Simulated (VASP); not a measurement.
# C in VASP: further runs

Runs on C. Level: PBE. Tasks: single point, relaxation of cell and atoms.

Everything below comes from runs of VASP 6.6.1. Logs are shortened: lines on timing, memory, paths and dates and some standing lists are left out, and cuts for length are marked.

## 1. The cell of the first run

The typed cell holds 8 atoms: a = 3.835 Å, b = 3.835 Å, c = 3.835 Å, α = 109.47°, β = 109.47°, γ = 109.47°.

## 2. Single point, PBE

The input, INCAR:

```
PREC = Accurate ; ENCUT = 520
EDIFF = 1E-7 ; ISMEAR = 0
SIGMA = 0.1 ; LREAL = False
LASPH = True ; NELM = 100
ALGO = Normal ; ISIF = 2
LWAVE = False ; LCHARG = False
GGA = PE ; NBANDS = 26
```

The input, KPOINTS:

```
regular mesh
0
Gamma
  6 6 6
```

The input, POSCAR:

```
C
1.0
   -2.2140210139      2.2140210139      2.2140210139
    2.2140210139     -2.2140210139      2.2140210139
    2.2140210139      2.2140210139     -2.2140210139
C
8
Direct
    0.5000000000      0.0000000000      0.2500401376
    0.2500401376      0.5000000000      0.0000000000
    0.0000000000      0.7500401376      0.5000000000
    0.7500401376      0.5000000000      0.0000000000
    0.0000000000      0.2500401376      0.5000000000
    0.5000000000      0.0000000000      0.7500401376
    0.7499598624      0.7499598624      0.7499598624
    0.2499598624      0.2499598624      0.2499598624
```

Potentials or basis: VASP PAW PBE potentials, release 64 (C).

Launch:

```bash
$ cat potpaw_PBE.64/C/POTCAR > POTCAR
$ mpirun -np 1 vasp_std > vasp.out
```

OUTCAR:

```text
PREC = Accurate
   ENCUT = 520
   EDIFF = 1E-7
   ISMEAR = 0
   LREAL = False
   LASPH = True
   NELM = 100
   ISIF = 2
   GGA = PE

 ion  position               nearest neighbor table
   1  0.500  0.000  0.250-   5 1.57   8 1.57   2 1.57   6 1.92   6 1.92
   2  0.250  0.500  0.000-   1 1.57   8 1.57   5 1.57   4 1.92   4 1.92
   3  0.000  0.750  0.500-   6 1.57   7 1.57   4 1.57   5 1.92   5 1.92
   4  0.750  0.500  0.000-   3 1.57   7 1.57   6 1.57   2 1.92   2 1.92
   5  0.000  0.250  0.500-   2 1.57   8 1.57   1 1.57   3 1.92   3 1.92
   6  0.500  0.000  0.750-   4 1.57   7 1.57   3 1.57   1 1.92   1 1.92
   7  0.750  0.750  0.750-   3 1.57   4 1.57   6 1.57   8 1.92   8 1.92
   8  0.250  0.250  0.250-   1 1.57   2 1.57   5 1.57   7 1.92   7 1.92

  LATTYP: Found a body centered cubic cell.
 ALAT       =     4.4280420278

  Lattice vectors:

 A1 = (  -2.2140210139,   2.2140210139,   2.2140210139)
 A2 = (   2.2140210139,  -2.2140210139,   2.2140210139)
 A3 = (   2.2140210139,   2.2140210139,  -2.2140210139)

Analysis of symmetry for initial positions (statically):
=====================================================================
 Subroutine PRICEL returns:
 Original cell was already a primitive cell.

 Routine SETGRP: Setting up the symmetry group for a
 body centered cubic supercell.

 Subroutine GETGRP returns: Found 24 space group operations
 (whereof  3 operations were pure point group operations)
 out of a pool of 48 trial point group operations.

The static configuration has the point symmetry C_3 .
 The point group associated with its full space group is T_d .

Analysis of symmetry for dynamics (positions and initial velocities):
=====================================================================
 Subroutine PRICEL returns:
 Original cell was already a primitive cell.

 Routine SETGRP: Setting up the symmetry group for a
 body centered cubic supercell.

 Subroutine GETGRP returns: Found 24 space group operations
 (whereof  3 operations were pure point group operations)
 out of a pool of 48 trial point group operations.

The dynamic configuration has the point symmetry C_3 .
 The point group associated with its full space group is T_d .

 Subroutine INISYM returns: Found 24 space group operations
 (whereof  3 operations are pure point group operations),
 and found     1 'primitive' translations

----------------------------------------------------------------------------------------

                                     Primitive cell

  volume of cell :      43.4115

  direct lattice vectors                    reciprocal lattice vectors
    -2.214021014  2.214021014  2.214021014     0.000000000  0.225833448  0.225833448
     2.214021014 -2.214021014  2.214021014     0.225833448  0.000000000  0.225833448
     2.214021014  2.214021014 -2.214021014     0.225833448  0.225833448  0.000000000

  length of vectors
     3.834796885  3.834796885  3.834796885     0.319376725  0.319376725  0.319376725

  position of ions in fractional coordinates (direct lattice)
     0.500000000  0.000000000  0.250040138
     0.250040138  0.500000000  0.000000000
     0.000000000  0.750040138  0.500000000
     0.750040138  0.500000000  0.000000000
     0.000000000  0.250040138  0.500000000
     0.500000000  0.000000000  0.750040138
     0.749959862  0.749959862  0.749959862
     0.249959862  0.249959862  0.249959862

  ion indices of the primitive-cell ions
   primitive index   ion index
                 1           1
                 2           2
                 3           3
                 4           4
                 5           5
                 6           6
                 7           7
                 8           8

----------------------------------------------------------------------------------------

 KPOINTS: regular mesh

Automatic generation of k-mesh.
 Grid dimensions read from file:
 generate k-points for:    6    6    6

 Generating k-lattice:

  Cartesian coordinates                     Fractional coordinates (reciprocal lattice)
     0.000000000  0.037638908  0.037638908     0.166666667  0.000000000  0.000000000
     0.037638908  0.000000000  0.037638908     0.000000000  0.166666667  0.000000000
     0.037638908  0.037638908  0.000000000     0.000000000  0.000000000  0.166666667

  Length of vectors
     0.053229454  0.053229454  0.053229454

  Shift w.r.t. Gamma in fractional coordinates (k-lattice)
     0.000000000  0.000000000  0.000000000

 Subroutine IBZKPT returns following result:
 ===========================================

 Found     16 irreducible k-points:

 Following reciprocal coordinates:
            Coordinates               Weight
  0.000000  0.000000  0.000000      1.000000
  0.166667  0.000000  0.000000     12.000000
  0.333333  0.000000  0.000000     12.000000
  0.500000  0.000000  0.000000      6.000000
  0.166667  0.166667  0.000000     24.000000
  0.333333  0.166667  0.000000     48.000000
[... 8 lines left out ...]
  0.500000  0.500000  0.333333     12.000000
  0.500000  0.500000  0.500000      1.000000
   k-points           NKPTS =     16   k-points in BZ     NKDIM =     16   number of bands    NBANDS=     26
   number of dos      NEDOS =    301   number of ions     NIONS =      8
   total plane-waves  NPLWV =  27000
   dimension x,y,z NGX =    30 NGY =   30 NGZ =   30
   dimension x,y,z NGXF=    60 NGYF=   60 NGZF=   60
   ions per type =               8
   NGX,Y,Z   is equivalent  to a cutoff of  13.01, 13.01, 13.01 a.u.
   NGXF,Y,Z  is equivalent  to a cutoff of  26.01, 26.01, 26.01 a.u.
 SYSTEM =  unknown system
   PREC   = accura    normal or accurate (medium, high low for compatibility)
   ISTART =      0    job   : 0-new  1-cont  2-samecut
   ICHARG =      2    charge: 1-file 2-atom 10-const
   ISPIN  =      1    spin polarized calculation?
   LNONCOLLINEAR =      F non collinear calculations
   LSORBIT =      F    spin-orbit coupling
   LASPH  =      T    aspherical Exc in radial PAW
   ENCUT  =  520.0 eV  38.22 Ry    6.18 a.u.   7.13  7.13  7.13*2*pi/ulx,y,z
   NELM   =    100;   NELMIN=  2; NELMDL= -5     # of ELM steps
   EDIFF  = 0.1E-06   stopping-criterion for ELM
   LREAL  =      F    real-space projection
   EDIFFG = 0.1E-05   stopping-criterion for IOM
   NSW    =      0    number of steps for IOM
   IBRION =     -1    ionic relax: 0-MD 1-quasi-New 2-CG
   NFREE  =      0    steps in history (QN), initial steepest desc. (CG)
   ISIF   =      2    stress and relaxation
   ISYM   =      2    0-nonsym 1-usesym 2-fastsym
   POTIM  = 0.5000    time-step for ionic-motion
   TEBEG  =    0.0;   TEEND  =   0.0 temperature during run
   PSTRESS=    0.0 pullay stress
   NELECT =      32.0000    total number of electrons
   NUPDOWN=      -1.0000    fix difference up-down
   EMIN   =  10.00;   EMAX   =-10.00  energy-range for DOS
   EFERMI =   0.00;   METHOD = LEGACY
   ISMEAR =     0;   SIGMA  =   0.10  broadening in eV -4-tet -1-fermi 0-gaus
   EFERMI_NEDOS =   21; number of points for ismear=-14 and -15
   IALGO  =     38    algorithm
   IMIX   =      4    mixing-type and parameters
     AMIX     =   0.40;   BMIX     =  1.00
     AMIX_MAG =   1.60;   BMIX_MAG =  1.00
  volume/ion in A,a.u.               =       5.43        36.62
  Fermi-wavevector in a.u.,A,eV,Ry     =   1.478846  2.794615 29.755763  2.186987
  Thomas-Fermi vector in A             =   2.593077
   LORBIT       =      0    0 simple, 1 ext, 2 COOP (PROOUT), +10 PAW based schemes
   GGA     = PE    functional components
   LHFCALC =     F    Hartree Fock is set to
   AEXX    =    0.0000 exact exchange contribution
   IVDW    =     0    specifies the selected vdW correction
   LEPSILON=     F    determine dielectric tensor
   LRPA    =     F    only Hartree local field effects (RPA)
 non-spin polarized calculation
 Gauss-broadening in eV      SIGMA  =   0.10
  energy-cutoff  :      520.00
  volume of cell :       43.41
 maximum number of plane-waves:      1182
 NGX is ok and might be reduce to    30
   NGX = 15   NGY = 15   NGZ = 15

 number of electron      32.0000005 magnetization

 Free energy of the ion-electron system (eV)
  ---------------------------------------------------
  ext. energy  EPLUGINS =         0.00000000
  ---------------------------------------------------
  free energy    TOTEN  =       -61.83863397 eV

  energy without entropy =      -61.82257816  energy(sigma->0) =      -61.83060606

 E-fermi :  10.8019     XC(G=0): -13.8364

 val. band max:       10.7899374762   @ k =   0.3333   0.1667   0.0000
 cond. band min:      10.9524651744   @ k =   0.5000   0.0000   0.0000
 fundamental gap:      0.1625276982
 Fermi energy:        10.8019475081

 k-point     1 :       0.0000    0.0000    0.0000
  band No.  band energies     occupation
      1     -11.3609      2.00000
      2      -1.1026      2.00000
      3      -0.3282      2.00000
      4      -0.3282      2.00000
      5      -0.3282      2.00000
      6       0.2872      2.00000
[... 18 lines left out ...]
     25      20.1343      0.00000
     26      20.9110      0.00000

 k-point     2 :       0.1667    0.0000    0.0000
  band No.  band energies     occupation
      1     -11.0165      2.00000
      2      -3.0407      2.00000
      3      -1.6548      2.00000
      4      -1.4893      2.00000
      5      -0.9902      2.00000
      6      -0.7119      2.00000
[... 18 lines left out ...]
     25      21.1556      0.00000
     26      21.2082      0.00000

 k-point     3 :       0.3333    0.0000    0.0000
  band No.  band energies     occupation
      1      -9.9865      2.00000
      2      -5.9384      2.00000
      3      -2.4081      2.00000
      4      -2.3674      2.00000
      5      -1.8073      2.00000
      6      -1.7047      2.00000
[... 340 lines left out ...]
 k-point    15 :       0.5000    0.5000    0.3333
  band No.  band energies     occupation
      1      -6.9404      2.00000
      2      -6.9404      2.00000
      3      -4.9584      2.00000
      4      -4.9584      2.00000
      5      -3.0413      2.00000
      6      -3.0413      2.00000
[... 18 lines left out ...]
     25      20.0142      0.00000
     26      20.0142      0.00000

 k-point    16 :       0.5000    0.5000    0.5000
  band No.  band energies     occupation
      1      -5.2866      2.00000
      2      -5.2866      2.00000
      3      -5.2866      2.00000
      4      -5.2866      2.00000
      5      -5.2866      2.00000
      6      -5.2866      2.00000
[... 18 lines left out ...]
     25      18.8361      0.00000
     26      18.8361      0.00000

------------------------ aborting loop because EDIFF is reached ----------------------------------------

  FORCE on cell =-STRESS in cart. coord.  units (eV):
  Direction    XX          YY          ZZ          XY          YZ          ZX
  --------------------------------------------------------------------------------------
  -------------------------------------------------------------------------------------
  Total        0.1391225      0.1391225      0.1391225      0.0000000     -0.0000000      0.0000000
  in kB        5.1345541      5.1345541      5.1345541      0.0000000     -0.0000000      0.0000000
  external PRESSURE =       5.1345541 kB  Pullay stress =       0.0000000 kB

 VOLUME and BASIS-vectors are now :
 -----------------------------------------------------------------------------
  energy-cutoff  :      520.00
  volume of cell :       43.41
      direct lattice vectors                 reciprocal lattice vectors
    -2.214021014  2.214021014  2.214021014     0.000000000  0.225833448  0.225833448
     2.214021014 -2.214021014  2.214021014     0.225833448  0.000000000  0.225833448
     2.214021014  2.214021014 -2.214021014     0.225833448  0.225833448  0.000000000

 POSITION                                       TOTAL-FORCE (eV/Angst)
 -----------------------------------------------------------------------------------
     -0.55342      1.66060      0.55342        -0.002007     -0.002007      0.002007
      0.55342     -0.55342      1.66060         0.002007     -0.002007     -0.002007
      2.76762     -0.55359      0.55359        -0.002007      0.002007     -0.002007
     -0.55359      0.55359      2.76762         0.002007     -0.002007     -0.002007
      1.66060      0.55342     -0.55342        -0.002007      0.002007     -0.002007
      0.55359      2.76762     -0.55359        -0.002007     -0.002007      0.002007
      1.66043      1.66043      1.66043         0.002007      0.002007      0.002007
      0.55342      0.55342      0.55342         0.002007      0.002007      0.002007
 -----------------------------------------------------------------------------------
    total drift:                                0.000000      0.000000      0.000000

  FREE ENERGIE OF THE ION-ELECTRON SYSTEM (eV)
  ---------------------------------------------------
  free  energy   TOTEN  =       -61.8386339702 eV

  energy  without entropy=      -61.8225781589  energy(sigma->0) =      -61.83060606
```

Run time: 12 s. Hardware: 1 thread of Intel Xeon Platinum 8488C (Sapphire Rapids), shared host; peak memory 0.15 GiB.

What came out:

| Quantity | Value |
| --- | --- |
| Free energy | -61.8386 eV |
| Pressure | 0.5 GPa |
| Band gap on the k mesh | zero (band 16 reaches 14.06 eV, above the bottom of band 17 at 10.77 eV) |

Levels at points of the mesh, in eV from the Fermi level:
```tsv
k point	band 13	band 14	band 15	band 16	band 17	band 18	band 19	band 20
(0.00, 0.00, 0.00)	-8.53	-4.03	-4.03	-1.13	7.47	7.47	7.47	8.68
(0.50, 0.00, 0.00)	-3.46	-3.46	-0.41	-0.41	0.15	0.15	6.59	6.59
(0.50, 0.50, 0.50)	-3.50	-3.50	3.26	3.26	3.26	3.26	3.26	3.26
```

## 3. Single point, PBE

The input, INCAR:

```
  ALGO = Normal
  EDIFF = 1E-6
  ENCUT = 520
  GGA = PE
  ISIF = 2
  ISMEAR = 0
  LASPH = T
  LCHARG = F
  LREAL = F
  LWAVE = F
  NBANDS = 26
  NELM = 60
  PREC = Accurate
  SIGMA = 0.1
```

The input, KPOINTS:

```
k-points
0
Gamma
  12 12 12
```

The input, POSCAR:

```
C
1.0
   -2.2126493608      2.2126493608      2.2126493608
    2.2126493608     -2.2126493608      2.2126493608
    2.2126493608      2.2126493608     -2.2126493608
C
8
Direct
    0.5000000000      0.0000000000      0.2500000000
    0.2500000000      0.5000000000      0.0000000000
    0.0000000000      0.7500000000      0.5000000000
    0.7500000000      0.5000000000      0.0000000000
    0.0000000000      0.2500000000      0.5000000000
    0.5000000000      0.0000000000      0.7500000000
    0.7500000000      0.7500000000      0.7500000000
    0.2500000000      0.2500000000      0.2500000000
```

Potentials or basis: VASP PAW PBE potentials, release 64 (C).

Launch:

```bash
$ cat potpaw_PBE.64/C/POTCAR > POTCAR
$ mpirun -np 1 vasp_std > vasp.out
```

Wall time 42 s (1 thread of Intel Xeon Platinum 8488C (Sapphire Rapids), shared host); peak memory 0.18 GiB.

Results (log left out):

| Quantity | Value |
| --- | --- |
| Free energy | -61.9534 eV |
| Pressure | 0.4 GPa |
| Band gap on the k mesh | zero (band 16 reaches 14.10 eV, above the bottom of band 17 at 10.79 eV) |

Levels at points of the mesh, in eV from the Fermi level:
| k point | band 14 | band 15 | band 16 | band 17 | band 18 | band 19 |
| --- | --- | --- | --- | --- | --- | --- |
| (0.00, 0.00, 0.00) | -4.25 | -4.25 | -1.34 | 7.27 | 7.27 | 7.27 |
| (0.50, 0.00, 0.00) | -3.67 | -0.62 | -0.62 | -0.06 | -0.06 | 6.39 |
| (0.50, 0.50, 0.50) | -3.71 | 3.06 | 3.06 | 3.06 | 3.06 | 3.06 |

## 4. Relaxation of cell and atoms, PBE

The input, INCAR:

```
SYSTEM = C
  ALGO = Normal
  EDIFF = 1E-6
  EDIFFG = -0.01
  ENCUT = 600
  GGA = PE
  IBRION = 2
  ISIF = 3
  ISMEAR = 0
  LASPH = .TRUE.
  LCHARG = .FALSE.
  LREAL = .FALSE.
  LWAVE = .FALSE.
  NELM = 60
  NSW = 100
  PREC = Accurate
  SIGMA = 0.1
```

The input, KPOINTS:

```
k-points
0
G
  12 12 12
  0 0 0
```

Changes to POSCAR since step 3:

```diff
@@ -2,5 +2,5 @@
 1.0
-   -2.2126493608      2.2126493608      2.2126493608
-    2.2126493608     -2.2126493608      2.2126493608
-    2.2126493608      2.2126493608     -2.2126493608
+   -2.2140210139      2.2140210139      2.2140210139
+    2.2140210139     -2.2140210139      2.2140210139
+    2.2140210139      2.2140210139     -2.2140210139
 C
```

Launch:

```bash
$ cat potpaw_PBE.64/C/POTCAR > POTCAR
$ mpirun -np 1 vasp_std > vasp.out
```

It took 54 s on 1 thread of Intel Xeon Platinum 8488C (Sapphire Rapids), shared host; peak memory 0.19 GiB.

The run converged. Its results:

```yaml
Free_energy: -61.9667 eV
Relaxed_volume: 5.41 Å³/atom
Relaxed_cell: a = 3.832 Å, b = 3.832 Å, c = 3.832 Å, α = 109.47°, β = 109.47°, γ = 109.47°
Space_group_after_relaxing_to_0.05_Å: Ia-3d (No. 230)
Energy_gained_by_relaxing: 0.0 meV/atom
Ionic_steps: 3
Pressure_after_relaxing: 0.0 GPa
Band_gap_on_the_k_mesh: zero (band 16 reaches 14.10 eV, above the bottom of band 17 at 10.79 eV)
```

The path:
```csv
step,energy change (eV),largest force (eV/Å),pressure (GPa),volume (Å³)
1,0.0000,0.0000,-0.96,43.41
2,0.0001,0.0000,1.10,43.21
3,-0.0003,0.0000,0.00,43.32
```

Final structure:
```
C
1.0
    -2.21238    2.21238    2.21238
     2.21238   -2.21238    2.21238
     2.21238    2.21238   -2.21238
C
8
Cartesian
  -0.5531 1.6593 0.5531
  0.5531 -0.5531 1.6593
  2.7655 -0.5531 0.5531
  -0.5531 0.5531 2.7655
  1.6593 0.5531 -0.5531
  0.5531 2.7655 -0.5531
  1.6593 1.6593 1.6593
  0.5531 0.5531 0.5531
```

Levels at points of the mesh, in eV from the Fermi level:
```csv
k point,band 13,band 14,band 15,band 16,band 17,band 18,band 19,band 20
"(0.00, 0.00, 0.00)",-8.76,-4.25,-4.25,-1.34,7.27,7.27,7.27,8.49
"(0.50, 0.00, 0.00)",-3.67,-3.67,-0.62,-0.62,-0.06,-0.06,6.39,6.39
"(0.50, 0.50, 0.50)",-3.71,-3.71,3.06,3.06,3.06,3.06,3.06,3.06
```

## 5. Overview

| task | cell | k mesh | cutoff (eV) | gap on the mesh (eV) | pressure (GPa) |
| --- | --- | --- | --- | --- | --- |
| single point | a = 3.835 Å, angles 109.5°, 8 atoms | 6 × 6 × 6 | 520 | none | 0.5 |
| single point | a = 3.832 Å, angles 109.5°, 8 atoms | 12 × 12 × 12 | 520 | none | 0.4 |
| relaxation of cell and atoms | relaxed from a = 3.835 Å, angles 109.5°, 8 atoms | 12 × 12 × 12 | 600 | none | 0.0 |

Alike in all rows: level PBE; potentials or basis VASP PAW PBE potentials, release 64 (C); no spin polarisation; smearing gaussian 0.1 eV.

Absolute energies hang on the potentials; compare differences alone.
